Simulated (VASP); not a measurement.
# AsPt (Pmma) in VASP: further runs

The runs below take AsPt through relaxation of cell and atoms, single point, with PBE.

Program: VASP 6.6.1. These are calculated values, not measurements. Logs are shortened: lines on timing, memory, paths and dates and some standing lists are left out, and cuts for length are marked.

## (1) The cell of the first run

It takes space group Pmma (No. 51, orthorhombic). Conventional cell: a = 4.747 Å, b = 3.141 Å, c = 4.847 Å, α = 90.00°, β = 90.00°, γ = 90.00°. As (site symmetry mm2) has 8 Pt at 2.88 to 2.91 Å and 4 As at 2.99 to 3.14 Å within 3.8 Å. Pt (site symmetry mm2) has 8 As at 2.88 to 2.91 Å and 4 Pt at 2.99 to 3.14 Å within 3.8 Å.

## (2) Relaxation of cell and atoms, PBE

File INCAR:

```
SYSTEM = AsPt
PREC = Accurate ; ENCUT = 600
EDIFF = 1E-6 ; ISMEAR = 0
SIGMA = 0.1 ; LREAL = .FALSE.
LASPH = .TRUE. ; NELM = 100
ALGO = Normal ; ISIF = 3
LWAVE = .FALSE. ; LCHARG = .FALSE.
GGA = PE ; IBRION = 2
NSW = 90 ; EDIFFG = -0.04
```

File KPOINTS:

```
regular mesh
0
G
  4 6 4
  0 0 0
```

File POSCAR:

```
AsPt
1.0
    4.7467846409      0.0000000000      0.0000000000
    0.0000000000      3.1412545417      0.0000000000
    0.0000000000      0.0000000000      4.8465070073
As Pt
2 2
Direct
    0.7500000000      0.0000000000      0.6870000000
    0.2500000000      0.0000000000      0.3130000000
    0.7500000000      0.5000000000      0.1880000000
    0.2500000000      0.5000000000      0.8120000000
```

Potentials or basis: VASP PAW PBE potentials, release 64 (As, Pt).

Run with:

```sh
cat potpaw_PBE.64/As/POTCAR potpaw_PBE.64/Pt/POTCAR > POTCAR
mpirun -np 1 vasp_std > vasp.out
```

OUTCAR:

```text
SYSTEM = AsPt
   PREC = Accurate
   ENCUT = 600
   EDIFF = 1E-6
   ISMEAR = 0
   LREAL = .FALSE.
   LASPH = .TRUE.
   NELM = 100
   ISIF = 3
   GGA = PE
   IBRION = 2
   NSW = 90
   EDIFFG = -0.04

 ion  position               nearest neighbor table
   1  0.750  0.000  0.687-   3 2.88   3 2.88   3 2.89   3 2.89   4 2.91   4 2.91   4 2.91   4 2.91

   2  0.250  0.000  0.313-   4 2.88   4 2.88   4 2.89   4 2.89   3 2.91   3 2.91   3 2.91   3 2.91

   3  0.750  0.500  0.188-   1 2.88   1 2.88   1 2.89   1 2.89   2 2.91   2 2.91   2 2.91   2 2.91
                             4 2.99   4 2.99
   4  0.250  0.500  0.812-   2 2.88   2 2.88   2 2.89   2 2.89   1 2.91   1 2.91   1 2.91   1 2.91
                             3 2.99   3 2.99

  LATTYP: Found a simple orthorhombic cell.
 ALAT       =     3.1412545417
 B/A-ratio  =     1.5111111111
 C/A-ratio  =     1.5428571429

  Lattice vectors:

 A1 = (   0.0000000000,  -3.1412545417,   0.0000000000)
 A2 = (   4.7467846409,   0.0000000000,   0.0000000000)
 A3 = (   0.0000000000,   0.0000000000,   4.8465070073)

Analysis of symmetry for initial positions (statically):
=====================================================================
 Subroutine PRICEL returns:
 Original cell was already a primitive cell.

 Routine SETGRP: Setting up the symmetry group for a
 simple orthorhombic supercell.

 Subroutine GETGRP returns: Found  8 space group operations
 (whereof  4 operations were pure point group operations)
 out of a pool of  8 trial point group operations.

The static configuration has the point symmetry C_2h.
 The point group associated with its full space group is D_2h.

Analysis of symmetry for dynamics (positions and initial velocities):
=====================================================================
 Subroutine PRICEL returns:
 Original cell was already a primitive cell.

 Routine SETGRP: Setting up the symmetry group for a
 simple orthorhombic supercell.

 Subroutine GETGRP returns: Found  8 space group operations
 (whereof  4 operations were pure point group operations)
 out of a pool of  8 trial point group operations.

The dynamic configuration has the point symmetry C_2h.
 The point group associated with its full space group is D_2h.

 Subroutine INISYM returns: Found  8 space group operations
 (whereof  4 operations are pure point group operations),
 and found     1 'primitive' translations

----------------------------------------------------------------------------------------

[... 115 lines left out ...]
     AMIX     =   0.40;   BMIX     =  1.00
     AMIX_MAG =   1.60;   BMIX_MAG =  1.00
  volume/ion in A,a.u.               =      18.07       121.92
  Fermi-wavevector in a.u.,A,eV,Ry     =   1.221250  2.307829 20.292446  1.491453
  Thomas-Fermi vector in A             =   2.356439
   LORBIT       =      0    0 simple, 1 ext, 2 COOP (PROOUT), +10 PAW based schemes
   GGA     = PE    functional components
   LHFCALC =     F    Hartree Fock is set to
   AEXX    =    0.0000 exact exchange contribution
   IVDW    =     0    specifies the selected vdW correction
   LEPSILON=     F    determine dielectric tensor
   LRPA    =     F    only Hartree local field effects (RPA)
 conjugate gradient relaxation of ions
 non-spin polarized calculation
 Gauss-broadening in eV      SIGMA  =   0.10
  energy-cutoff  :      600.00
  volume of cell :       72.27
 maximum number of plane-waves:      2440
 NGX is ok and might be reduce to    40
   NGX = 19   NGY = 13   NGZ = 19

--------------------------------------- Ionic step        1  -------------------------------------------

 number of electron      30.0000002 magnetization

 Free energy of the ion-electron system (eV)
  ---------------------------------------------------
  ext. energy  EPLUGINS =         0.00000000
  ---------------------------------------------------
  free energy    TOTEN  =       -21.22239106 eV

  energy without entropy =      -21.21276215  energy(sigma->0) =      -21.21757661

------------------------ aborting loop because EDIFF is reached ----------------------------------------

  FORCE on cell =-STRESS in cart. coord.  units (eV):
  Direction    XX          YY          ZZ          XY          YZ          ZX
  --------------------------------------------------------------------------------------
  -------------------------------------------------------------------------------------
  Total       -3.8415205     -4.7301195     -4.5678209      0.0000000      0.0000000      0.0000000
  in kB      -85.1691349   -104.8699828   -101.2717107      0.0000000      0.0000000      0.0000000
  external PRESSURE =     -97.1036095 kB  Pullay stress =       0.0000000 kB
[... 25 lines left out ...]
--------------------------------------- Ionic step        2  -------------------------------------------

 number of electron      30.0000001 magnetization

 E-fermi :  10.3633     XC(G=0): -12.5465

 val. band max:       10.3594890426   @ k =   0.0000   0.3333   0.0000
 cond. band min:      10.3650019114   @ k =   0.0000   0.5000   0.2500
 fundamental gap:      0.0055128688
 Fermi energy:        10.3633157601

 k-point     1 :       0.0000    0.0000    0.0000
  band No.  band energies     occupation
      1      -4.8194      2.00000
      2      -1.6441      2.00000
      3       4.1882      2.00000
      4       4.2387      2.00000
      5       4.8602      2.00000
      6       5.0254      2.00000
[... 588 lines left out ...]
  FREE ENERGIE OF THE ION-ELECTRON SYSTEM (eV)
  ---------------------------------------------------
  free  energy   TOTEN  =       -21.4343375945 eV

  energy  without entropy=      -21.4244569869  energy(sigma->0) =      -21.42939729

[... ionic steps 4 to 23 ...]

--------------------------------------- Ionic step       24  -------------------------------------------

 number of electron      29.9999997 magnetization

------------------------ aborting loop because EDIFF is reached ----------------------------------------
[... 71 lines left out ...]
--------------------------------------- Ionic step       26  -------------------------------------------

 number of electron      29.9999998 magnetization

 Free energy of the ion-electron system (eV)
  ---------------------------------------------------
  ext. energy  EPLUGINS =         0.00000000
  ---------------------------------------------------
  free energy    TOTEN  =       -21.66725644 eV

  energy without entropy =      -21.66364640  energy(sigma->0) =      -21.66545142

 E-fermi :   9.1034     XC(G=0): -12.1144

 val. band max:        9.0457707845   @ k =   0.0000   0.3333   0.0000
 cond. band min:       9.2370727848   @ k =   0.0000   0.1667   0.5000
 fundamental gap:      0.1913020003
 Fermi energy:         9.1034209162

 k-point     1 :       0.0000    0.0000    0.0000
  band No.  band energies     occupation
      1      -5.2189      2.00000
      2      -2.5427      2.00000
      3       3.9058      2.00000
      4       3.9725      2.00000
      5       4.1535      2.00000
      6       4.3555      2.00000
[... 550 lines left out ...]
  FREE ENERGIE OF THE ION-ELECTRON SYSTEM (eV)
  ---------------------------------------------------
  free  energy   TOTEN  =       -21.6672564391 eV

  energy  without entropy=      -21.6636463994  energy(sigma->0) =      -21.66545142

 reached required accuracy - stopping structural energy minimisation
```

CONTCAR:

```text
AsPt
   1.00000000000000
     4.6339068511622559    0.0000000000000000    0.0000000000000000
     0.0000000000000000    3.0915981754015887    0.0000000000000000
     0.0000000000000000    0.0000000000000000    4.6538317275937251
  As              Pt
     2     2
Direct
     0.7500000000000000    0.0000000000000000    0.7443426136450313
     0.2500000000000000    0.0000000000000000    0.2556573863549690
     0.7500000000000000    0.5000000000000000    0.2353091832256018
     0.2500000000000000    0.5000000000000000    0.7646908167743983

  0.00000000E+00  0.00000000E+00  0.00000000E+00
  0.00000000E+00  0.00000000E+00  0.00000000E+00
  0.00000000E+00  0.00000000E+00  0.00000000E+00
  0.00000000E+00  0.00000000E+00  0.00000000E+00
```

It took 11 min on 1 thread of Intel Xeon 6975P-C, shared host; peak memory 0.27 GiB.

What came out:

* Free energy: -21.6673 eV
* Relaxed volume: 16.67 Å³/atom
* Relaxed cell: a = 4.634 Å, b = 3.092 Å, c = 4.654 Å, α = 90.00°, β = 90.00°, γ = 90.00°
* Space group after relaxing (to 0.05 Å): Pmma (No. 51)
* Energy gained by relaxing: 111.2 meV/atom
* Ionic steps: 26
* Pressure after relaxing: -0.1 GPa
* Largest force after relaxing: 0.015 eV/Å
* Band gap on the k mesh: zero (band 15 reaches 12.96 eV, above the bottom of band 16 at 7.87 eV)

Forces on the atoms (eV/Å):
```
As   0.000  0.000  0.015
As   0.000  0.000 -0.015
Pt   0.000  0.000 -0.007
Pt   0.000  0.000  0.007
```

The path:
```
step  energy change (eV)  largest force (eV/Å)  pressure (GPa)  volume (Å³)
   1              0.0000                0.8623           -9.71        72.27
   2              0.0113                0.7218           16.49        61.41
   3             -0.2119                0.8450            0.93        66.55
   4             -0.2120                0.8434            1.21        66.44
   5             -0.2804                0.6504            1.25        66.46
   6             -0.3731                0.2505            2.25        66.50
   7             -0.3571                0.1407           -5.08        69.81
   8             -0.3864                0.1382           -0.87        67.80
   9             -0.4019                0.1244           -0.61        67.56
  10             -0.4246                0.1335            0.69        66.79
  11             -0.4244                0.0269           -2.17        67.90
  12             -0.4281                0.0785           -0.77        67.33
  13             -0.4341                0.0510            0.08        66.85
  14             -0.4341                0.0481            0.17        66.80
  15             -0.4352                0.0319           -0.44        67.00
  16             -0.4353                0.0291           -0.60        67.06
  17             -0.4358                0.0300           -0.54        67.02
  18             -0.4371                0.0270           -0.32        66.89
  19             -0.4384                0.0586            0.14        66.62
  20             -0.4398                0.0657            0.11        66.60
  21             -0.4427                0.0805            0.17        66.54
  22             -0.4429                0.0849            0.22        66.51
  23             -0.4437                0.0684           -0.23        66.70
  24             -0.4439                0.0566           -0.58        66.84
  25             -0.4443                0.0454           -0.43        66.79
  26             -0.4449                0.0149           -0.10        66.67
```

Final structure:
```cif
data_structure
_symmetry_space_group_name_H-M 'P 1'
_symmetry_Int_Tables_number 1
_cell_length_a 4.6339
_cell_length_b 3.0916
_cell_length_c 4.6538
_cell_angle_alpha 90.000
_cell_angle_beta 90.000
_cell_angle_gamma 90.000
_cell_volume 66.67
loop_
_atom_site_label
_atom_site_type_symbol
_atom_site_fract_x
_atom_site_fract_y
_atom_site_fract_z
_atom_site_occupancy
As1 As 0.75000 0.00000 0.74434 1
As2 As 0.25000 0.00000 0.25566 1
Pt1 Pt 0.75000 0.50000 0.23531 1
Pt2 Pt 0.25000 0.50000 0.76469 1
```

Caveat: spin-orbit coupling is left out, which moves the levels of the heavy elements.

## (3) Single point, PBE

This run uses another cell than the first one, of 16.77 Å³/atom, 0.928 times its volume.

File INCAR:

```
PREC = Accurate
ENCUT = 520
EDIFF = 1E-6
ISMEAR = 0
SIGMA = 0.1
LREAL = F
LASPH = T
NELM = 80
ALGO = Normal
ISIF = 2
LWAVE = F
LCHARG = T
GGA = PE
LELF = T
LVHAR = T
NBANDS = 23
```

File KPOINTS:

```
regular mesh
0
Gamma
  10 16 10
```

File POSCAR:

```
AsPt
1.0
    4.5747828641      0.0000000000      0.0000000000
    0.0000000000      3.1941446034      0.0000000000
    0.0000000000      0.0000000000      4.5906591500
As Pt
2 2
Direct
    0.7500000000      0.0000000000      0.7403788720
    0.2500000000      0.0000000000      0.2596211280
    0.7500000000      0.5000000000      0.2227969798
    0.2500000000      0.5000000000      0.7772030202
```

Potentials or basis: VASP PAW PBE potentials, release 64 (As, Pt).

Run with:

```sh
cat potpaw_PBE.64/As/POTCAR potpaw_PBE.64/Pt/POTCAR > POTCAR
mpirun -np 1 vasp_std > vasp.out
```

OUTCAR:

```text
PREC = Accurate
   ENCUT = 520
   EDIFF = 1E-6
   ISMEAR = 0
   LREAL = F
   LASPH = T
   NELM = 80
   ISIF = 2
   GGA = PE

 ion  position               nearest neighbor table
   1  0.750  0.000  0.740-   3 2.73   3 2.73   4 2.79   4 2.79   4 2.79   4 2.79   3 2.86   3 2.86

   2  0.250  0.000  0.260-   4 2.73   4 2.73   3 2.79   3 2.79   3 2.79   3 2.79   4 2.86   4 2.86

   3  0.750  0.500  0.223-   1 2.73   1 2.73   2 2.79   2 2.79   2 2.79   2 2.79   1 2.86   1 2.86
                             4 3.07   4 3.07   4 3.42   4 3.42
[... 824 lines left out ...]
     23      18.9222      0.00000

 [... further k-points ...]
[... 5 lines left out ...]
  --------------------------------------------------------------------------------------
  -------------------------------------------------------------------------------------
  Total       -0.0334931     -0.0261724     -0.0311843      0.0000000      0.0000000      0.0000000
  in kB       -0.7999562     -0.6251073     -0.7448110      0.0000000      0.0000000      0.0000000
  external PRESSURE =      -0.7232915 kB  Pullay stress =       0.0000000 kB

 VOLUME and BASIS-vectors are now :
 -----------------------------------------------------------------------------
  energy-cutoff  :      520.00
  volume of cell :       67.08
      direct lattice vectors                 reciprocal lattice vectors
     4.574782864  0.000000000  0.000000000     0.218589610  0.000000000  0.000000000
     0.000000000  3.194144603  0.000000000     0.000000000  0.313072864  0.000000000
     0.000000000  0.000000000  4.590659150     0.000000000  0.000000000  0.217833642

 POSITION                                       TOTAL-FORCE (eV/Angst)
 -----------------------------------------------------------------------------------
      3.43109      0.00000      3.39883         0.000000     -0.000000     -0.001653
      1.14370      0.00000      1.19183         0.000000     -0.000000      0.001653
      3.43109      1.59707      1.02278         0.000000     -0.000000      0.000856
      1.14370      1.59707      3.56787        -0.000000      0.000000     -0.000856
 -----------------------------------------------------------------------------------
    total drift:                                0.000000      0.000000      0.000000

  FREE ENERGIE OF THE ION-ELECTRON SYSTEM (eV)
  ---------------------------------------------------
  free  energy   TOTEN  =       -21.6001324537 eV

  energy  without entropy=      -21.5908568077  energy(sigma->0) =      -21.59549463
```

stdout:

```text
POSCAR found type information on POSCAR AsPt
 POSCAR found :  2 types and       4 ions
 scaLAPACK will be used
 LDA part: xc-table for (Slater+PW92), standard interpolation
 POSCAR, INCAR and KPOINTS ok, starting setup
 FFT: planning ... GRIDC
 FFT: planning ... GRID_SOFT
 FFT: planning ... GRID
 WAVECAR not read
 entering main loop
```

Run time: 3.7 min. Hardware: 1 thread of Intel Xeon 6975P-C, shared host; peak memory 0.53 GiB.

What came out:

```
Free energy            : -21.6001 eV
Pressure               : -0.1 GPa
Band gap on the k mesh : zero (band 15 reaches 12.87 eV, above the bottom of band 16 at 7.77 eV)
```

Levels at points of the mesh, in eV from the Fermi level:
```tsv
k point	band 11	band 12	band 13	band 14	band 15	band 16	band 17	band 18	band 19	band 20
(0.00, 0.00, 0.00)	-2.14	-2.11	-1.56	-1.38	-0.12	0.27	0.36	0.91	1.88	2.54
(0.50, 0.00, 0.00)	-2.48	-2.48	-1.22	-1.22	-0.58	-0.58	2.85	2.85	5.62	5.62
(0.00, 0.50, 0.00)	-1.20	-1.06	-0.94	2.20	2.23	2.24	2.56	2.60	2.63	3.93
(0.50, 0.50, 0.00)	-2.27	-2.27	-1.83	-1.83	-0.76	-0.76	2.89	2.89	3.50	3.50
(0.00, 0.00, 0.50)	-2.75	-2.37	-1.35	-1.30	-0.59	-0.20	2.73	3.00	5.34	5.69
(0.50, 0.00, 0.50)	-2.00	-2.00	-1.13	-1.13	3.97	3.97	4.18	4.18	6.11	6.11
(0.00, 0.50, 0.50)	-2.60	-2.14	-1.81	-1.67	-0.81	-0.73	2.39	3.12	3.40	4.03
(0.50, 0.50, 0.50)	-3.00	-3.00	-1.40	-1.40	-1.13	-1.13	0.91	0.91	2.33	2.33
```

Caveat: spin-orbit coupling is left out, which moves the levels of the heavy elements.
